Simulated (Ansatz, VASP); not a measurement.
## Two plane-wave programs on GeS3

INCAR

```
SYSTEM = GeS3
PREC = Accurate ; ENCUT = 600
EDIFF = 1E-6 ; ISMEAR = 0
SIGMA = 0.1 ; LREAL = .FALSE.
LASPH = .TRUE. ; NELM = 100
ALGO = Normal ; ISIF = 3
LWAVE = .FALSE. ; LCHARG = .FALSE.
GGA = PE ; IBRION = 2
NSW = 90 ; EDIFFG = -0.04
```

File KPOINTS:

```
Automatic mesh
0
G
  4 4 4
  0 0 0
```

Contents of POSCAR:

```
GeS3
1.0
   -2.8408257600      2.8408257600      2.8408257600
    2.8408257600     -2.8408257600      2.8408257600
    2.8408257600      2.8408257600     -2.8408257600
Ge S
1 3
Direct
    0.0000000000      0.0000000000      0.0000000000
    0.0000000000      0.5000000000      0.5000000000
    0.5000000000      0.0000000000      0.5000000000
    0.5000000000      0.5000000000      0.0000000000
```

Input for Ansatz:

```yaml
crystal:
  lattice:
    - [-2.84082576, 2.84082576, 2.84082576]
    - [2.84082576, -2.84082576, 2.84082576]
    - [2.84082576, 2.84082576, -2.84082576]
  atoms:
    - { symbol: Ge, position: [0.0, 0.0, 0.0] }
    - { symbol: S, position: [0.0, 0.5, 0.5] }
    - { symbol: S, position: [0.5, 0.0, 0.5] }
    - { symbol: S, position: [0.5, 0.5, 0.0] }
basis:
  ecutwfc: 420
kpoints:
  mp_grid: { grid: [4, 4, 4] }
hamiltonian:
  xc: pbe
scf:
  occupations: { method: gaussian, width: 0.1 }
  lower_state_search: "off"
output:
  forces: true
  stress: true
  eigenvalues: true
relax:
  adjacent_minimum: "off"
  f_tol: 0.04
  max_steps: 70
  cell: { stress_tol: 0.4 }
```

Change from the starting cell: species swapped into the Sb3Au type (Im-3m, No. 229).

Alike in both runs: task relaxation of cell and atoms; functional PBE; k mesh 4 × 4 × 4; occupations gaussian, width 0.1 eV; no spin polarisation.

|  | VASP | Ansatz |
| --- | --- | --- |
| version | VASP 6.6.1 | Ansatz 0.2.0 |
| potentials or method | VASP PAW PBE potentials, release 64 (Ge_d, S), cutoff 600 eV | scalar-relativistic, plane waves, PAW |
| valence electrons in the cell | 32 | 32 |

|  | VASP | Ansatz | Ansatz less VASP |
| --- | --- | --- | --- |
| gap on the k mesh at the Fermi level, each at its own relaxed structure (eV) | none | none | - |
| relaxed volume (Å³/atom) | 18.69 | 18.80 | +0.105 |
| relaxed cell length with the largest relative difference (Å) | 4.597 | 4.605 | +0.0086 |

A gap of «none» marks a metal or a gap that the smearing closes.

The k mesh is coarse, so the values compare programs but aren't converged. Noted on VASP's run: the volume moved by over 15 % at a fixed basis, so the end points are rough.
